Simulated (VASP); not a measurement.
# Co: single point with PBEsol

The system is Co.

```
Co
1.0
     2.48736    0.00000    0.00000
    -1.24368    2.15412    0.00000
     0.00000    0.00000    4.06329
Co
2
Direct
  0.33333 0.66667 0.74014
  0.66667 0.33333 0.25986
```

| Property | Result |
| --- | --- |
| Program | VASP 6.6.1 |
| Task | single point |
| Functional | PBEsol |
| Potentials or basis | VASP PAW PBE potentials, release 64 (Co) |
| Cutoff | 520 eV |
| k mesh | 10 × 10 × 6 |
| Occupations | fermi-dirac, width 0.05 eV |
| Spin | collinear spin, ferromagnetic start |
| Starting moments | [2.5, 2.5] μB |
| Fixed moment | 5 μB |

```
Pressure                                              : 12.5 GPa
Largest force                                         : 0.862 eV/Å
Net moment                                            : 5.00 μB per cell
Site moments                                          : Co +2.43 μB
Valence electrons inside the program's atomic spheres : Co 8.24
```

Forces on the atoms (eV/Å):
```
Co   0.000  0.000  0.862
Co   0.000  0.000 -0.862
```

Stress tensor (GPa, compression positive):
```
10.96  0.00  0.00
 0.00 10.96  0.00
 0.00  0.00 15.53
```

Wall time 84 s on 1 thread of Intel Xeon 8259CL, with other jobs on the host, peak memory 0.17 GiB.

Caveat: the cell stands under pressure; the PAW data sets were made with another functional, which shifts forces and pressure a little; the total moment is fixed, so each spin has its own Fermi level and the state may be an excited one.
